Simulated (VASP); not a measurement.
Set up this calculation in VASP 6.6.1, as the native input.

```yaml
Task: single point
Functional: HSE06
Potentials_or_basis: VASP PAW PBE potentials, release 64 (Pb_d, S)
Cutoff: 520 eV
k_mesh: 6 × 6 × 6
Occupations: gaussian, width 0.01 eV
Spin: no spin polarisation
Dipole_correction: no
Grid_for_exact_exchange_PRECFOCK: Normal
Further_INCAR_settings: ALGO = Normal; EDIFF = 1e-06; NBANDS = 17
Share_of_exact_exchange: 0.25
Screening_parameter: 0.2079 1/Å
```

The system is PbS.

```
Pb S
1.0
     0.00000    2.98723    2.98723
     2.98723    0.00000    2.98723
     2.98723    2.98723    0.00000
Pb S
1 1
Direct
  0.00000 0.00000 0.00000
  0.50000 0.50000 0.50000
```

One way to write it, as run:

POSCAR

```
PbS
1.0
    0.0000000000      2.9872326717      2.9872326717
    2.9872326717      0.0000000000      2.9872326717
    2.9872326717      2.9872326717      0.0000000000
Pb S
1 1
Direct
    0.0000000000      0.0000000000      0.0000000000
    0.5000000000      0.5000000000      0.5000000000
```

INCAR.step1

```
PREC = Accurate
ENCUT = 520
EDIFF = 1E-5
ISMEAR = 0
SIGMA = 0.01
LREAL = F
LASPH = T
NELM = 100
ALGO = Normal
ISIF = 2
LWAVE = T
LCHARG = F
GGA = PE
NBANDS = 17
```

INCAR.step2

```
PREC = Accurate
ENCUT = 520
EDIFF = 1E-6
ISMEAR = 0
SIGMA = 0.01
LREAL = F
LASPH = T
NELM = 100
ALGO = Normal
ISIF = 2
LWAVE = F
LCHARG = F
GGA = PE
LHFCALC = T
HFSCREEN = 0.2079
PRECFOCK = Normal
ISTART = 1
NBANDS = 17
```

KPOINTS

```
Automatic mesh
0
Gamma
  6 6 6
```

Potentials or basis: VASP PAW PBE potentials, release 64 (Pb_d, S).

Run with:

```bash
$ cat potpaw_PBE.64/Pb_d/POTCAR potpaw_PBE.64/S/POTCAR > POTCAR
$ cp INCAR.step1 INCAR
$ mpirun -np 1 vasp_std > vasp.out
$ cp INCAR.step2 INCAR
$ mpirun -np 1 vasp_std > vasp.out
```

It gave:

| Property | Result |
| --- | --- |
| Pressure | -0.3 GPa |
| Band gap on the k mesh | 0.88 eV |

Caveat: the PAW data sets were made with another functional, which shifts forces and pressure a little; spin-orbit coupling is left out, which moves the levels of the heavy elements.

Wall time 43 min on 1 thread of Intel(R) Xeon(R) Platinum 8259CL CPU @ 2.50GHz (Skylake/Cascade Lake) (shared host), peak memory 0.31 GiB.
